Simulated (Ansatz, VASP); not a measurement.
**Ba2SnC6: VASP beside Ansatz**

Contents of INCAR:

```
PREC = Accurate
ENCUT = 520
EDIFF = 1E-7
ISMEAR = 0
SIGMA = 0.1
LREAL = F
LASPH = T
NELM = 100
ALGO = Normal
ISIF = 2
LWAVE = F
LCHARG = F
GGA = PE
NBANDS = 39
```

Contents of KPOINTS:

```
regular mesh
0
Gamma
  4 4 2
```

File POSCAR:

```
Ba2SnC6
1.0
    4.9019897600      0.0000000000      0.0000000000
    0.0000000000      4.9019897600      0.0000000000
    0.0000000000      0.0000000000      7.5872831400
Ba Sn C
2 1 6
Direct
    0.0000000000      0.5000000000      0.5000000000
    0.5000000000      0.0000000000      0.5000000000
    0.5000000000      0.5000000000      0.0000000000
    0.0000000000      0.5000000000      0.7906766800
    0.5000000000      0.0000000000      0.7906766800
    0.0000000000      0.5000000000      0.2093233200
    0.5000000000      0.0000000000      0.2093233200
    0.5000000000      0.5000000000      0.8030317500
    0.5000000000      0.5000000000      0.1969682500
```

Input for Ansatz:

```yaml
crystal:
  lattice:
    - [4.90198976, 0.0, 0.0]
    - [0.0, 4.90198976, 0.0]
    - [0.0, 0.0, 7.58728314]
  atoms:
    - { symbol: Ba, position: [0.0, 0.5, 0.5] }
    - { symbol: Ba, position: [0.5, 0.0, 0.5] }
    - { symbol: Sn, position: [0.5, 0.5, 0.0] }
    - { symbol: C, position: [0.0, 0.5, 0.79067668] }
    - { symbol: C, position: [0.5, 0.0, 0.79067668] }
    - { symbol: C, position: [0.0, 0.5, 0.20932332] }
    - { symbol: C, position: [0.5, 0.0, 0.20932332] }
    - { symbol: C, position: [0.5, 0.5, 0.80303175] }
    - { symbol: C, position: [0.5, 0.5, 0.19696825] }
basis:
  ecutwfc: 420
kpoints:
  mp_grid: { grid: [4, 4, 2] }
hamiltonian:
  xc: pbe
scf:
  occupations: { method: gaussian, width: 0.1 }
  lower_state_search: "off"
output:
  forces: true
  stress: true
  eigenvalues: true
```

Alike in both runs: task single point; functional PBE; k mesh 4 × 4 × 2; occupations gaussian, width 0.1 eV; no spin polarisation.

|  | VASP | Ansatz |
| --- | --- | --- |
| version | VASP 6.6.1 | Ansatz 0.2.0 |
| potentials or method | VASP PAW PBE potentials, release 64 (Ba_sv, Sn_d, C), cutoff 520 eV | scalar-relativistic, plane waves, PAW |
| valence electrons in the cell | 58 | 58 |

```tsv
	VASP	Ansatz	Ansatz less VASP
gap on the k mesh at the Fermi level (eV)	none	none	-
rms of the force components (eV/Å)	9.290	9.924	+0.6333
```

Atom by atom the forces differ by 0.660 eV/Å (rms over components). A gap of «none» marks a metal or a gap that the smearing closes. The functional is the same, so the differences come from potentials, cutoffs and numerics.

The k mesh is coarse, so the values compare programs but aren't converged. Neither program's run includes spin-orbit coupling.
